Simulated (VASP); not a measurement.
A run of VASP 6.6.1:

The input INCAR:

```
SYSTEM = Al8N7
ALGO     = Normal         ! electronic algorithm
EDIFF    = 1E-7           ! SCF threshold, eV
ENCUT    = 520            ! plane-wave cutoff, eV
ISIF     = 2              ! what is computed and relaxed
ISMEAR   = 0              ! smearing method
LASPH    = .True.         ! aspherical terms in the spheres
LCHARG   = .True.         ! write CHGCAR
LELF     = .True.         ! ELF
LREAL    = Auto         
LVHAR    = .True.       
LWAVE    = .False.        ! write WAVECAR
NBANDS   = 42             ! bands
NELECT   = 56.0         
NELM     = 100            ! most SCF steps
PREC     = Accurate       ! precision mode
SIGMA    = 0.05           ! smearing width, eV
```

KPOINTS

```
k-points
0
Gamma
  4 4 4
  0 0 0
```

The input POSCAR:

```
Al8N7
1.0
   -4.0109247379      4.0109247379      0.0000000000
   -4.0109247379      0.0000000000      4.0109247379
    0.0000000000      4.0109247379      4.0109247379
Al N
8 7
Direct
    0.7500000000      0.7500000000      0.7500000000
    0.2500000000      0.7500000000      0.7500000000
    0.7500000000      0.2500000000      0.7500000000
    0.7500000000      0.7500000000      0.2500000000
    0.2500000000      0.2500000000      0.7500000000
    0.2500000000      0.7500000000      0.2500000000
    0.7500000000      0.2500000000      0.2500000000
    0.2500000000      0.2500000000      0.2500000000
    0.4217473244      0.9532526756      0.4532526756
    1.0000000000      0.5000000000      0.5000000000
    1.0000000000      1.0000000000      0.0000000000
    0.5000000000      0.5000000000      0.5000000000
    0.5000000000      1.0000000000      0.0000000000
    1.0000000000      0.5000000000      0.0000000000
    0.5000000000      0.5000000000      0.0000000000
```

Potentials or basis: VASP PAW LDA potentials, release 64 (Al, N).

Launch:

```console
$ cat potpaw_LDA.64/Al/POTCAR potpaw_LDA.64/N/POTCAR > POTCAR
$ mpirun -np 1 vasp_std > vasp.out
```

Hardware: 1 thread of Intel(R) Xeon(R) Platinum 8488C (Sapphire Rapids), with other jobs on the host.

Problem. Estimate the wall time of this run.

Solution. Wall time 7.2 min on 1 thread of Intel(R) Xeon(R) Platinum 8488C (Sapphire Rapids) (shared host), peak memory 0.25 GiB. Counts: scf iterations 17, k points 24.
